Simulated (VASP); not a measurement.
# HfN (F-43m) in VASP: notebook

Runs on HfN. Level: PBEsol. Tasks: single point.

All numbers are computed with VASP 6.6.1; they aren't measurements. Logs are shortened: lines on timing, memory, paths and dates and some standing lists are left out, and cuts for length are marked.

## (1) The cell of the first run

Symmetry: F-43m, No. 216, cubic system. Conventional cell: a = 5.032 Å, b = 5.032 Å, c = 5.032 Å, α = 90.00°, β = 90.00°, γ = 90.00°. Within 2.9 Å of Hf (site symmetry -43m) lie 4 N at 2.18 Å. N (site symmetry -43m) has 4 Hf at 2.18 Å within 2.9 Å.

## (2) Single point, PBEsol (strain +0.025 along x and y, +0.025 along z)

The input, INCAR:

```
PREC     = Accurate       # precision mode
ENCUT    = 520            # plane-wave cutoff, eV
EDIFF    = 1E-6           # SCF threshold, eV
ISMEAR   = 0              # smearing method
SIGMA    = 0.15           # smearing width, eV
LREAL    = False          # projectors in reciprocal space
LASPH    = True           # aspherical terms in the spheres
NELM     = 80             # most SCF steps
ALGO     = Normal         # electronic algorithm
ISIF     = 2              # what is computed and relaxed
LWAVE    = False          # write WAVECAR
LCHARG   = False          # write CHGCAR
GGA      = PS             # functional
NBANDS   = 14             # bands
```

The input, KPOINTS:

```
Automatic mesh
0
Gamma
  16 16 16
```

The input, POSCAR:

```
HfN
1.0
    0.0000000000      2.5161925500      2.5161925500
    2.5161925500      0.0000000000      2.5161925500
    2.5161925500      2.5161925500      0.0000000000
Hf N
1 1
Direct
    0.0000000000      0.0000000000      0.0000000000
    0.7500000000      0.7500000000      0.7500000000
```

Potentials or basis: VASP PAW PBE potentials, release 64 (Hf_pv, N).

Launch:

```console
$ cat potpaw_PBE.64/Hf_pv/POTCAR potpaw_PBE.64/N/POTCAR > POTCAR
$ mpirun -np 1 vasp_std > vasp.out
```

OUTCAR:

```text
PREC = Accurate
   ENCUT = 520
   EDIFF = 1E-6
   ISMEAR = 0
   LREAL = False
   LASPH = True
   NELM = 80
   ISIF = 2
   GGA = PS

 ion  position               nearest neighbor table
   1  0.000  0.000  0.000-   2 2.18   2 2.18   2 2.18   2 2.18
   2  0.750  0.750  0.750-   1 2.18   1 2.18   1 2.18   1 2.18

  LATTYP: Found a face centered cubic cell.
 ALAT       =     5.0323851000

  Lattice vectors:

 A1 = (   0.0000000000,   2.5161925500,   2.5161925500)
 A2 = (   2.5161925500,   0.0000000000,   2.5161925500)
 A3 = (   2.5161925500,   2.5161925500,   0.0000000000)

Analysis of symmetry for initial positions (statically):
=====================================================================
 Subroutine PRICEL returns:
 Original cell was already a primitive cell.

 Routine SETGRP: Setting up the symmetry group for a
 face centered cubic supercell.

 Subroutine GETGRP returns: Found 24 space group operations
 (whereof 24 operations were pure point group operations)
 out of a pool of 48 trial point group operations.

The static configuration has the point symmetry T_d .

Analysis of symmetry for dynamics (positions and initial velocities):
=====================================================================
 Subroutine PRICEL returns:
 Original cell was already a primitive cell.

 Routine SETGRP: Setting up the symmetry group for a
 face centered cubic supercell.

 Subroutine GETGRP returns: Found 24 space group operations
 (whereof 24 operations were pure point group operations)
 out of a pool of 48 trial point group operations.

The dynamic configuration has the point symmetry T_d .

 Subroutine INISYM returns: Found 24 space group operations
 (whereof 24 operations are pure point group operations),
 and found     1 'primitive' translations

----------------------------------------------------------------------------------------

                                     Primitive cell

  volume of cell :      31.8612

  direct lattice vectors                    reciprocal lattice vectors
     0.000000000  2.516192550  2.516192550    -0.198712932  0.198712932  0.198712932
     2.516192550  0.000000000  2.516192550     0.198712932 -0.198712932  0.198712932
     2.516192550  2.516192550  0.000000000     0.198712932  0.198712932 -0.198712932

  length of vectors
     3.558433630  3.558433630  3.558433630     0.344180895  0.344180895  0.344180895

  position of ions in fractional coordinates (direct lattice)
     0.000000000  0.000000000  0.000000000
     0.750000000  0.750000000  0.750000000

  ion indices of the primitive-cell ions
   primitive index   ion index
                 1           1
                 2           2

----------------------------------------------------------------------------------------

 KPOINTS: Automatic mesh

Automatic generation of k-mesh.
 Grid dimensions read from file:
 generate k-points for:   16   16   16

 Generating k-lattice:

  Cartesian coordinates                     Fractional coordinates (reciprocal lattice)
    -0.012419558  0.012419558  0.012419558     0.062500000  0.000000000  0.000000000
     0.012419558 -0.012419558  0.012419558     0.000000000  0.062500000  0.000000000
     0.012419558  0.012419558 -0.012419558     0.000000000  0.000000000  0.062500000

  Length of vectors
     0.021511306  0.021511306  0.021511306

  Shift w.r.t. Gamma in fractional coordinates (k-lattice)
     0.000000000  0.000000000  0.000000000

 Subroutine IBZKPT returns following result:
 ===========================================

 Found    145 irreducible k-points:

 Following reciprocal coordinates:
            Coordinates               Weight
  0.000000  0.000000  0.000000      1.000000
  0.062500  0.000000  0.000000      8.000000
  0.125000  0.000000  0.000000      8.000000
  0.187500  0.000000  0.000000      8.000000
  0.250000  0.000000  0.000000      8.000000
  0.312500  0.000000  0.000000      8.000000
[... 16 lines left out ...]
 -0.125000  0.062500  0.000000     24.000000
 -0.062500  0.062500  0.000000     12.000000
 [... further k-points ...]
   k-points           NKPTS =    145   k-points in BZ     NKDIM =    145   number of bands    NBANDS=     14
   number of dos      NEDOS =    301   number of ions     NIONS =      2
   total plane-waves  NPLWV =  21952
   dimension x,y,z NGX =    28 NGY =   28 NGZ =   28
   dimension x,y,z NGXF=    56 NGYF=   56 NGZF=   56
   ions per type =               1   1
   NGX,Y,Z   is equivalent  to a cutoff of  13.08, 13.08, 13.08 a.u.
   NGXF,Y,Z  is equivalent  to a cutoff of  26.16, 26.16, 26.16 a.u.
 SYSTEM =  unknown system
   PREC   = accura    normal or accurate (medium, high low for compatibility)
   ISTART =      0    job   : 0-new  1-cont  2-samecut
   ICHARG =      2    charge: 1-file 2-atom 10-const
   ISPIN  =      1    spin polarized calculation?
   LNONCOLLINEAR =      F non collinear calculations
   LSORBIT =      F    spin-orbit coupling
   LASPH  =      T    aspherical Exc in radial PAW
   ENCUT  =  520.0 eV  38.22 Ry    6.18 a.u.   6.62  6.62  6.62*2*pi/ulx,y,z
   NELM   =     80;   NELMIN=  2; NELMDL= -5     # of ELM steps
   EDIFF  = 0.1E-05   stopping-criterion for ELM
   LREAL  =      F    real-space projection
   EDIFFG = 0.1E-04   stopping-criterion for IOM
   NSW    =      0    number of steps for IOM
   IBRION =     -1    ionic relax: 0-MD 1-quasi-New 2-CG
   NFREE  =      0    steps in history (QN), initial steepest desc. (CG)
   ISIF   =      2    stress and relaxation
   ISYM   =      2    0-nonsym 1-usesym 2-fastsym
   POTIM  = 0.5000    time-step for ionic-motion
   TEBEG  =    0.0;   TEEND  =   0.0 temperature during run
   PSTRESS=    0.0 pullay stress
   NELECT =      15.0000    total number of electrons
   NUPDOWN=      -1.0000    fix difference up-down
   EMIN   =  10.00;   EMAX   =-10.00  energy-range for DOS
   EFERMI =   0.00;   METHOD = LEGACY
   ISMEAR =     0;   SIGMA  =   0.15  broadening in eV -4-tet -1-fermi 0-gaus
   EFERMI_NEDOS =   21; number of points for ismear=-14 and -15
   IALGO  =     38    algorithm
   IMIX   =      4    mixing-type and parameters
     AMIX     =   0.40;   BMIX     =  1.00
     AMIX_MAG =   1.60;   BMIX_MAG =  1.00
  volume/ion in A,a.u.               =      15.93       107.50
  Fermi-wavevector in a.u.,A,eV,Ry     =   1.273556  2.406672 22.067900  1.621945
  Thomas-Fermi vector in A             =   2.406373
   LORBIT       =      0    0 simple, 1 ext, 2 COOP (PROOUT), +10 PAW based schemes
   GGA     = PS    functional components
   LHFCALC =     F    Hartree Fock is set to
   AEXX    =    0.0000 exact exchange contribution
   IVDW    =     0    specifies the selected vdW correction
   LEPSILON=     F    determine dielectric tensor
   LRPA    =     F    only Hartree local field effects (RPA)
 non-spin polarized calculation
 Gauss-broadening in eV      SIGMA  =   0.15
  energy-cutoff  :      520.00
  volume of cell :       31.86
 maximum number of plane-waves:       882
   NGX = 13   NGY = 13   NGZ = 13

 number of electron      14.9999998 magnetization

 Free energy of the ion-electron system (eV)
  ---------------------------------------------------
  ext. energy  EPLUGINS =         0.00000000
  ---------------------------------------------------
  free energy    TOTEN  =       -22.08506759 eV

  energy without entropy =      -22.07736988  energy(sigma->0) =      -22.08121874

 E-fermi :   5.0461     XC(G=0): -11.0485

 val. band max:        5.0195580724   @ k =   0.3125   0.2500   0.0625
 cond. band min:       5.1364475333   @ k =  -0.4375   0.2500   0.1250
 fundamental gap:      0.1168894609
 Fermi energy:         5.0461087683

 k-point     1 :       0.0000    0.0000    0.0000
  band No.  band energies     occupation
      1     -26.2737      2.00000
      2     -26.2737      2.00000
      3     -26.2737      2.00000
      4     -10.6782      2.00000
      5      -0.0702      2.00000
      6      -0.0702      2.00000
      7      -0.0702      2.00000
      8       4.1470      2.00000
      9       7.0751      0.00000
     10       7.0751      0.00000
     11      11.1539      0.00000
     12      11.1539      0.00000
     13      11.1539      0.00000
     14      17.0169      0.00000

 k-point     2 :       0.0625    0.0000    0.0000
  band No.  band energies     occupation
      1     -26.2875      2.00000
      2     -26.2755      2.00000
      3     -26.2755      2.00000
      4     -10.6384      2.00000
      5      -0.1680      2.00000
      6      -0.0443      2.00000
      7      -0.0443      2.00000
      8       4.3632      2.00000
      9       7.0144      0.00000
     10       7.0144      0.00000
     11      11.0499      0.00000
     12      11.2318      0.00000
     13      11.2318      0.00000
     14      16.8674      0.00000

 k-point     3 :       0.1250    0.0000    0.0000
  band No.  band energies     occupation
      1     -26.3264      2.00000
      2     -26.2806      2.00000
      3     -26.2806      2.00000
      4     -10.5257      2.00000
      5      -0.3887      2.00000
      6       0.0277      2.00000
      7       0.0277      2.00000
      8       4.9228      1.75488
      9       6.8769      0.00000
     10       6.8769      0.00000
     11      10.7803      0.00000
     12      11.3948      0.00000
     13      11.3948      0.00000
     14      15.6220      0.00000

 k-point     4 :       0.1875    0.0000    0.0000
  band No.  band energies     occupation
      1     -26.3839      2.00000
      2     -26.2883      2.00000
      3     -26.2883      2.00000
      4     -10.3608      2.00000
      5      -0.6057      2.00000
      6       0.1298      2.00000
      7       0.1298      2.00000
      8       5.6406      0.00000
      9       6.7549      0.00000
     10       6.7549      0.00000
     11      10.4349      0.00000
     12      11.4880      0.00000
     13      11.4880      0.00000
     14      14.3043      0.00000

 k-point     5 :       0.2500    0.0000    0.0000
  band No.  band energies     occupation
      1     -26.4507      2.00000
      2     -26.2972      2.00000
      3     -26.2972      2.00000
      4     -10.1728      2.00000
      5      -0.7348      2.00000
      6       0.2399      2.00000
      7       0.2399      2.00000
      8       6.3052      0.00000
      9       6.7281      0.00000
     10       6.7281      0.00000
     11      10.0816      0.00000
[... 276 lines left out ...]
 k-point    22 :      -0.1875    0.0625    0.0000
  band No.  band energies     occupation
      1     -26.4090      2.00000
      2     -26.3030      2.00000
      3     -26.2881      2.00000
      4     -10.2714      2.00000
      5      -0.6947      2.00000
      6       0.1698      2.00000
      7       0.2081      2.00000
      8       5.9898      0.00000
      9       6.4526      0.00000
     10       6.9590      0.00000
     11      10.2995      0.00000
     12      11.2803      0.00000
     13      11.6581      0.00000
     14      13.9864      0.00000

 k-point    23 :      -0.1250    0.0625    0.0000
  band No.  band energies     occupation
      1     -26.3500      2.00000
      2     -26.2926      2.00000
      3     -26.2809      2.00000
      4     -10.4440      2.00000
      5      -0.5231      2.00000
      6       0.0649      2.00000
      7       0.1067      2.00000
      8       5.2966      0.01820
      9       6.5947      0.00000
     10       6.9942      0.00000
     11      10.6796      0.00000
     12      11.2675      0.00000
     13      11.5989      0.00000
     14      15.1707      0.00000

 k-point    24 :      -0.0625    0.0625    0.0000
  band No.  band energies     occupation
      1     -26.3071      2.00000
      2     -26.2829      2.00000
      3     -26.2764      2.00000
      4     -10.5741      2.00000
      5      -0.3118      2.00000
      6      -0.0122      2.00000
      7       0.0160      2.00000
      8       4.6908      1.99919
      9       6.8104      0.00000
     10       7.0447      0.00000
     11      10.9663      0.00000
     12      11.1880      0.00000
     13      11.4120      0.00000
     14      16.2780      0.00000

 [... further k-points ...]

------------------------ aborting loop because EDIFF is reached ----------------------------------------

  FORCE on cell =-STRESS in cart. coord.  units (eV):
  Direction    XX          YY          ZZ          XY          YZ          ZX
  --------------------------------------------------------------------------------------
  -------------------------------------------------------------------------------------
  Total       -3.4905419     -3.4905419     -3.4905419      0.0000000     -0.0000000      0.0000000
  in kB     -175.5261500   -175.5261500   -175.5261500      0.0000000     -0.0000000      0.0000000
  external PRESSURE =    -175.5261500 kB  Pullay stress =       0.0000000 kB

 VOLUME and BASIS-vectors are now :
 -----------------------------------------------------------------------------
  energy-cutoff  :      520.00
  volume of cell :       31.86
      direct lattice vectors                 reciprocal lattice vectors
     0.000000000  2.516192550  2.516192550    -0.198712932  0.198712932  0.198712932
     2.516192550  0.000000000  2.516192550     0.198712932 -0.198712932  0.198712932
     2.516192550  2.516192550  0.000000000     0.198712932  0.198712932 -0.198712932

 POSITION                                       TOTAL-FORCE (eV/Angst)
 -----------------------------------------------------------------------------------
      0.00000      0.00000      0.00000         0.000000      0.000000      0.000000
      3.77429      3.77429      3.77429        -0.000000     -0.000000     -0.000000
 -----------------------------------------------------------------------------------
    total drift:                                0.000000      0.000000      0.000000

  FREE ENERGIE OF THE ION-ELECTRON SYSTEM (eV)
  ---------------------------------------------------
  free  energy   TOTEN  =       -22.0850675891 eV

  energy  without entropy=      -22.0773698814  energy(sigma->0) =      -22.08121874
```

Run time: 59 s. Hardware: 1 thread of AMD EPYC 9R14 (Zen 4), shared host; peak memory 0.18 GiB.

Results:

- Free energy: -22.0851 eV
- Pressure: -17.6 GPa
- Band gap on the k mesh: zero (an odd number of electrons rules out a gap without spin polarisation)

Levels at points of the mesh, in eV from the Fermi level:
| k point | band 4 | band 5 | band 6 | band 7 | band 8 | band 9 | band 10 | band 11 | band 12 | band 13 |
| --- | --- | --- | --- | --- | --- | --- | --- | --- | --- | --- |
| (0.00, 0.00, 0.00) | -15.72 | -5.12 | -5.12 | -5.12 | -0.90 | 2.03 | 2.03 | 6.11 | 6.11 | 6.11 |
| (0.50, 0.00, 0.00) | -14.77 | -5.56 | -4.59 | -4.59 | 1.41 | 2.47 | 2.47 | 3.89 | 4.81 | 4.81 |
| (0.50, 0.50, 0.00) | -14.45 | -6.53 | -3.50 | -3.50 | -1.09 | 1.94 | 3.63 | 4.24 | 4.24 | 9.20 |

Caveat: the cell differs from its parent crystal (strain +0.025 along x and y, +0.025 along z); the cell stands under tension; the PAW data sets were made with another functional, which shifts forces and pressure a little; spin-orbit coupling is left out, which moves the levels of the heavy elements; an odd number of electrons without spin polarisation forces a metal; a magnetic or distorted state may lie lower.

(Part 1 of 2 ends here.)

The gap in the log of VASP goes by the Fermi energy; the results here count the filled bands.